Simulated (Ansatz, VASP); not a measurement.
# CdS: VASP beside Ansatz

The input POSCAR:

```
CdS
1.0
    4.1500000000      0.0000000000      0.0000000000
   -2.0750000000      3.5940054257      0.0000000000
    0.0000000000      0.0000000000      6.7370000000
Cd S
2 2
Direct
    0.6666666667      0.3333333333      0.5000000000
    0.3333333333      0.6666666667      0.0000000000
    0.6666666667      0.3333333333      0.8750000000
    0.3333333333      0.6666666667      0.3750000000
```

The input INCAR.step1:

```
PREC = Accurate ; ENCUT = 520
EDIFF = 1E-5 ; ISMEAR = -1
SIGMA = 0.05 ; LREAL = False
LASPH = True ; NELM = 80
ALGO = Normal ; ISIF = 2
LWAVE = True ; LCHARG = False
GGA = PE ; NBANDS = 26
```

File INCAR.step2:

```
PREC = Accurate ; ENCUT = 520
EDIFF = 1E-7 ; ISMEAR = -1
SIGMA = 0.05 ; LREAL = False
LASPH = True ; NELM = 80
ALGO = Normal ; ISIF = 2
LWAVE = False ; LCHARG = False
GGA = PE ; LHFCALC = True
AEXX = 0.25 ; HFSCREEN = 0.4
PRECFOCK = Normal ; ISTART = 1
NBANDS = 26
```

KPOINTS

```
Automatic mesh
0
Gamma
  4 4 2
```

Contents of input.yaml:

```yaml
crystal:
  lattice:
    - [4.15, 0.0, 0.0]
    - [-2.075, 3.5940054257, 0.0]
    - [0.0, 0.0, 6.737]
  atoms:
    - { symbol: Cd, position: [0.6666666667, 0.3333333333, 0.5] }
    - { symbol: Cd, position: [0.3333333333, 0.6666666667, 0.0] }
    - { symbol: S, position: [0.6666666667, 0.3333333333, 0.875] }
    - { symbol: S, position: [0.3333333333, 0.6666666667, 0.375] }
hamiltonian:
  xc: { exchange: pbe, correlation: pbe, exx: { coeff: 0.25, omega: 0.4 } }
  pseudopotentials: { kind: paw }
kpoints:
  mp_grid: { grid: [4, 4, 2] }
scf:
  occupations: { method: fermi_dirac, width: 0.05 }
output:
  forces: true
  stress: true
  eigenvalues: true
```

Alike in both runs: task single point; functional PBE-based screened hybrid; k mesh 4 × 4 × 2; occupations fermi-dirac, width 0.05 eV; no spin polarisation.

```csv
,VASP,Ansatz
version,VASP 6.6.1,Ansatz 0.2.0
potentials or method,"VASP PAW PBE potentials, release 64 (Cd, S)",Ansatz PAW
plane-wave cutoff (eV),520,420
valence electrons in the cell,36,52
```

Ansatz gave:

```
gap on the k mesh at the Fermi level (eV)                     : 1.86
least direct gap on the mesh (eV)                             : 1.86
pressure (GPa)                                                : 1.3
traceless stress, the component that is largest in VASP (GPa) : 0.25
rms of the force components (eV/Å)                            : 0.035
```

**Question.** What did VASP give for the same quantities?

**Answer.** gap on the k mesh at the Fermi level (eV): 1.87; least direct gap on the mesh (eV): 1.87; pressure (GPa): 1.6; traceless stress, the component that is largest in VASP (GPa): 0.27; rms of the force components (eV/Å): 0.036.

VASP's potentials were made for PBE, not for PBE-based screened hybrid. Atom by atom the forces differ by 0.001 eV/Å (rms over components). VASP's potentials hold 36 valence electrons a cell and Ansatz's 52, so a difference there can come from the potentials and not from the codes.

The k mesh is coarse, so the values compare programs but aren't converged.
